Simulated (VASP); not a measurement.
A run of VASP 6.6.1 is set up as follows.

INCAR

```
SYSTEM = SnO
  PREC = Accurate
  ENCUT = 520
  EDIFF = 1E-7
  ISMEAR = -1
  SIGMA = 0.1
  LREAL = .FALSE.
  LASPH = .TRUE.
  NELM = 120
  ALGO = Normal
  ISIF = 2
  LWAVE = .FALSE.
  LCHARG = .FALSE.
  GGA = CA
  IBRION = 2
  NSW = 100
  EDIFFG = -0.002
  GGA_COMPAT = .FALSE.
  NELMIN = 4
```

File KPOINTS:

```
regular mesh
0
G
  8 8 6
  0 0 0
```

POSCAR

```
SnO
1.0
    3.7274419439      0.0000000000      0.0000000000
    0.0000000000      3.7274419439      0.0000000000
    0.0000000000      0.0000000000      4.6050343008
Sn O
2 2
Direct
    0.5000000000      0.0000000000      0.2462494532
    0.0000000000      0.5000000000      0.7537505468
    0.0000000000      0.0000000000      0.0000000000
    0.5000000000      0.5000000000      0.0000000000
```

Potentials or basis: VASP PAW LDA potentials, release 64 (Sn_d, O).

The run is started by

```console
$ cat potpaw_LDA.64/Sn_d/POTCAR potpaw_LDA.64/O/POTCAR > POTCAR
$ mpirun -np 1 vasp_std > vasp.out
```

Estimate the band gap on the k mesh.

zero (bands 20 and 21 overlap by 0.53 eV).

Estimate the energy gained by relaxing.

3.9 meV/atom.

Stress tensor (GPa, compression positive):
```
2.31 0.00 0.00
0.00 2.31 0.00
0.00 0.00 0.78
```

Caveat: semilocal functionals underestimate gaps, so a narrow gap can read as zero; spin-orbit coupling is left out, which moves the levels of the heavy elements.
